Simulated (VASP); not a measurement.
Here is a VASP 6.6.1 calculation.

Contents of INCAR:

```
AGGAC    = 1.0          
AGGAX    = 1.0          
ALDAC    = 0.0          
ALDAX    = 1.0          
ALGO     = Normal         # electronic algorithm
EDIFF    = 1E-6           # SCF threshold, eV
ENCUT    = 600            # plane-wave cutoff, eV
GGA      = B5             # functional
GGA_COMPAT= F            
ISIF     = 2              # what is computed and relaxed
ISMEAR   = 0              # smearing method
LASPH    = T              # aspherical terms in the spheres
LCHARG   = F              # write CHGCAR
LREAL    = F              # projectors in reciprocal space
LWAVE    = F              # write WAVECAR
NBANDS   = 11             # bands
NELM     = 120            # most SCF steps
PREC     = Accurate       # precision mode
SIGMA    = 0.05           # smearing width, eV
```

Contents of KPOINTS:

```
k-points
0
Gamma
  8 8 8
```

The input POSCAR:

```
MgSe
1.0
    0.0000000000      2.7254991651      2.7254991651
    2.7254991651      0.0000000000      2.7254991651
    2.7254991651      2.7254991651      0.0000000000
Mg Se
1 1
Direct
    0.0000000000      0.0000000000      0.0000000000
    0.5000000000      0.5000000000      0.5000000000
```

Potentials or basis: VASP PAW PBE potentials, release 64 (Mg, Se).

The run is started by

```console
$ cat potpaw_PBE.64/Mg/POTCAR potpaw_PBE.64/Se/POTCAR > POTCAR
$ mpirun -np 1 vasp_std > vasp.out
```

Q: What does it give for the band gap on the k mesh?

A: 1.86 eV, indirect (least direct gap 2.77 eV).

Q: Estimate the pressure.

A: 4.5 GPa.

Caveat: the PAW data sets were made with another functional, which shifts forces and pressure a little. A k mesh can miss the band edges.
